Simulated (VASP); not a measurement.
Runs of VASP 6.6.1 on TaN. The structure is that of space group P-6m2 (No. 187), or close to it. The cells are those of the table. 

```tsv
task	spin	cell	k mesh	cutoff (eV)	gap on the mesh (eV)	pressure (GPa)
single point	off	a = 2.938, b = 2.938, c = 2.883 Å, angles 90.0, 90.0, 120.0°, 2 atoms	6 × 6 × 6	520	none	5.4
single point	off	a = 2.820, b = 2.820, c = 2.792 Å, angles 90.0, 90.0, 120.0°, 2 atoms	24 × 24 × 20	520	none	(b)
single point	off	a = 2.919, b = 2.919, c = 2.872 Å, angles 90.0, 90.0, 120.0°, 2 atoms	24 × 24 × 20	520	none	11.7
relaxation of cell and atoms	off	relaxed from a = 2.938, b = 2.938, c = 2.883 Å, angles 90.0, 90.0, 120.0°, 2 atoms	6 × 6 × 6	600	none	-0.1
single point	off	a = 3.012, b = 3.012, c = 2.948 Å, angles 90.0, 90.0, 120.0°, 2 atoms	24 × 24 × 20	520	none	-16.8
single point	collinear	a = 2.938, b = 2.938, c = 2.883 Å, angles 90.0, 90.0, 120.0°, 2 atoms	6 × 6 × 6	520	none	5.4
single point	off	a = 2.950, b = 2.950, c = 2.898 Å, angles 90.0, 90.0, 120.0°, 2 atoms	24 × 24 × 20	520	none	0.7
single point	off	a = 2.981, b = 2.981, c = 2.923 Å, angles 90.0, 90.0, 120.0°, 2 atoms	24 × 24 × 20	520	none	(a)
```

Alike in all rows: level PBE; potentials or basis VASP PAW PBE potentials, release 64 (Ta_pv, N); smearing gaussian 0.1 eV.

Task: Estimate the missing entries.

Result: (a) -8.8; (b) 58.0.

Caveats: some runs use coarse meshes; spin-orbit coupling is left out, which moves the levels of the heavy elements; the cell stands under pressure (at least some runs); the cell stands under tension (at least some runs).

A k mesh can miss the band edges, and the runs leave out spin-orbit coupling on Ta.

A gap of «none» marks levels without a gap at the run's occupations.
